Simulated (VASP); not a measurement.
Input of a VASP 6.6.1 run:

Contents of INCAR:

```
SYSTEM = AgCl
PREC = Accurate
ENCUT = 500
EDIFF = 1E-6
ISMEAR = 0
SIGMA = 0.1
LREAL = .FALSE.
LASPH = .TRUE.
NELM = 120
ALGO = Normal
ISIF = 2
LWAVE = .FALSE.
LCHARG = .TRUE.
GGA = PE
IVDW = 12
LELF = .TRUE.
LVHAR = .TRUE.
NBANDS = 16
GGA_COMPAT = .FALSE.
```

File KPOINTS:

```
Automatic mesh
0
G
  6 6 6
  0 0 0
```

POSCAR

```
AgCl
1.0
    0.0000000000      2.7726630000      2.7726630000
    2.7726630000      0.0000000000      2.7726630000
    2.7726630000      2.7726630000      0.0000000000
Ag Cl
1 1
Direct
    0.0000000000      0.0000000000      0.0000000000
    0.5000000000      0.5000000000      0.5000000000
```

Potentials or basis: VASP PAW PBE potentials, release 64 (Ag, Cl).

Command:

```bash
$ cat potpaw_PBE.64/Ag/POTCAR potpaw_PBE.64/Cl/POTCAR > POTCAR
$ mpirun -np 1 vasp_std > vasp.out
```

What does it give for the band gap on the k mesh?

0.91 eV (least direct gap 3.23 eV).

What does it give for the pressure?

-1.0 GPa.

A k mesh can miss the band edges.
